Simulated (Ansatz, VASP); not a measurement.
One calculation of Ti3W2, two programs

```
CELL_PARAMETERS angstrom
4.17837 0.00000 0.00000
-2.08919 3.61858 0.00000
0.00000 0.00000 5.15348
ATOMIC_POSITIONS crystal
Ti 0.00000 0.00000 0.00000
Ti 0.33333 0.66667 0.64683
Ti 0.66667 0.33333 0.35317
W 0.33333 0.66667 0.16613
W 0.66667 0.33333 0.83387
```

Change from the starting cell: species swapped into the Al3Pt2 type (P-3m1, No. 164).

Alike in both runs: task relaxation of cell and atoms; functional PBE; k mesh 6 × 6 × 4; occupations gaussian, width 0.1 eV; no spin polarisation.

```csv
,VASP,Ansatz
version,VASP 6.6.1,Ansatz 0.2.0
potentials or method,"VASP PAW PBE potentials, release 64 (Ti_sv, W_sv), cutoff 600 eV","scalar-relativistic, plane waves, PAW"
valence electrons in the cell,64,64
```

Ansatz gave:

```
gap on the k mesh at the Fermi level, each at its own relaxed structure (eV)  : none
relaxed volume (Å³/atom)                                                      : 18.70
relaxed length of the cell vector where the two differ most in proportion (Å) : 5.114
```

Which values does VASP return?

gap on the k mesh at the Fermi level, each at its own relaxed structure (eV): none; relaxed volume (Å³/atom): 18.71; relaxed length of the cell vector where the two differ most in proportion (Å): 5.124.

A gap of «none» marks a metal or a gap that the smearing closes.

Neither program's run includes spin-orbit coupling. Noted on VASP's run: the volume moved by over 15 % at a fixed basis, so the end points are rough.
